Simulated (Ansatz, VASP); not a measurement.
# C: VASP beside Ansatz

INCAR

```
SYSTEM = C
ALGO     = Normal         ! electronic algorithm
EDIFF    = 1E-6           ! SCF threshold, eV
ENCUT    = 520            ! plane-wave cutoff, eV
GGA      = CA             ! functional
ISIF     = 2              ! what is computed and relaxed
ISMEAR   = 0              ! smearing method
LASPH    = .TRUE.         ! aspherical terms in the spheres
LCHARG   = .FALSE.        ! write CHGCAR
LREAL    = .FALSE.        ! projectors in reciprocal space
LWAVE    = .FALSE.        ! write WAVECAR
NBANDS   = 11             ! bands
NELM     = 60             ! most SCF steps
PREC     = Accurate       ! precision mode
SIGMA    = 0.01           ! smearing width, eV
```

File KPOINTS:

```
k-points
0
G
  6 6 6
  0 0 0
```

POSCAR

```
C
1.0
    0.0000000000      1.7801241411      1.7801241411
    1.7801241411      0.0000000000      1.7801241411
    1.7801241411      1.7801241411      0.0000000000
C
2
Direct
    0.0000000000      0.0000000000      0.0000000000
    0.2500000000      0.2500000000      0.2500000000
```

Input for Ansatz:

```yaml
crystal:
  lattice:
    - [0.0, 1.7801241411, 1.7801241411]
    - [1.7801241411, 0.0, 1.7801241411]
    - [1.7801241411, 1.7801241411, 0.0]
  atoms:
    - { symbol: C, position: [0.0, 0.0, 0.0] }
    - { symbol: C, position: [0.25, 0.25, 0.25] }
kpoints:
  mp_grid: { grid: [6, 6, 6] }
hamiltonian:
  xc: lda
scf:
  occupations: { method: fixed }
output:
  optics:
    e_range: [2, 10]
    de: 0.1
    sigma: 0.25
    scissors: 2.5
    scheme: gaussian
    bands: { spectra_wanted_up_to: 10 }
```

Alike in both runs: task single point; functional LDA; k mesh 6 × 6 × 6; no spin polarisation.

|  | VASP | Ansatz |
| --- | --- | --- |
| version | VASP 6.6.1 | Ansatz 0.2.0 |
| potentials or method | VASP PAW LDA potentials, release 64 (C) | plane waves, PAW |
| plane-wave cutoff (eV) | 520 | 420 |
| occupations | gaussian, width 0.01 eV | fixed |
| valence electrons in the cell | 8 | 8 |

```tsv
	VASP	Ansatz	Ansatz less VASP
gap on the k mesh at the Fermi level (eV)	4.13	4.14	+0.004
```

LDA's correlation is that of Perdew and Zunger in VASP and of Perdew and Wang (1992) in Ansatz.

The k mesh is coarse, so the values compare programs but aren't converged.
